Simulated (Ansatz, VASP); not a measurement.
**Two plane-wave programs on Al2Cu**

File INCAR:

```
SYSTEM = Al2Cu
PREC = Accurate ; ENCUT = 600
EDIFF = 1E-7 ; ISMEAR = 0
SIGMA = 0.1 ; LREAL = .FALSE.
LASPH = .TRUE. ; NELM = 80
ALGO = Fast ; ISIF = 3
LWAVE = .FALSE. ; LCHARG = .FALSE.
GGA = PS ; IBRION = 2
NSW = 80 ; EDIFFG = -0.01
```

The input KPOINTS:

```
Automatic mesh
0
G
  16 16 8
  0 0 0
```

POSCAR

```
Al2Cu
1.0
    2.7914296988      0.0000000000      0.0000000000
    0.0000000000      2.7914296988      0.0000000000
    0.0000000000      0.0000000000      5.8254090014
Al Cu
2 1
Direct
    0.5000000000      0.5000000000      0.2780787069
    0.5000000000      0.5000000000      0.7219212931
    0.0000000000      0.0000000000      0.0000000000
```

Input for Ansatz:

```yaml
crystal:
  lattice:
    - [2.7914296988, 0.0, 0.0]
    - [0.0, 2.7914296988, 0.0]
    - [0.0, 0.0, 5.8254090014]
  atoms:
    - { symbol: Al, position: [0.5, 0.5, 0.2780787069] }
    - { symbol: Al, position: [0.5, 0.5, 0.7219212931] }
    - { symbol: Cu, position: [0.0, 0.0, 0.0] }
basis:
  ecutwfc: 420
kpoints:
  mp_grid: { grid: [16, 16, 8] }
hamiltonian:
  xc: pbesol
scf:
  occupations: { method: gaussian, width: 0.1 }
output:
  forces: true
  stress: true
  eigenvalues: true
relax:
  adjacent_minimum: "off"
  f_tol: 0.01
  max_steps: 60
  cell: { stress_tol: 0.1 }
```

Alike in both runs: task relaxation of cell and atoms; functional PBEsol; k mesh 16 × 16 × 8; occupations gaussian, width 0.1 eV; no spin polarisation.

|  | VASP | Ansatz |
| --- | --- | --- |
| version | VASP 6.6.1 | Ansatz 0.2.0 |
| potentials or method | VASP PAW PBE potentials, release 64 (Al, Cu), cutoff 600 eV | scalar-relativistic, plane waves, PAW |
| valence electrons in the cell | 17 | 25 |

|  | VASP | Ansatz | Ansatz less VASP |
| --- | --- | --- | --- |
| gap on the k mesh at the Fermi level, each at its own relaxed structure (eV) | none | none | - |
| relaxed volume (Å³/atom) | 15.30 | 15.27 | -0.031 |
| relaxed cell length with the largest relative difference (Å) | 5.778 | 5.773 | -0.0046 |

VASP's potentials were made for PBE, not for PBEsol. A gap of «none» marks a metal or a gap that the smearing closes. VASP's potentials hold 17 valence electrons a cell and Ansatz's 25, so a difference there can come from the potentials and not from the codes.
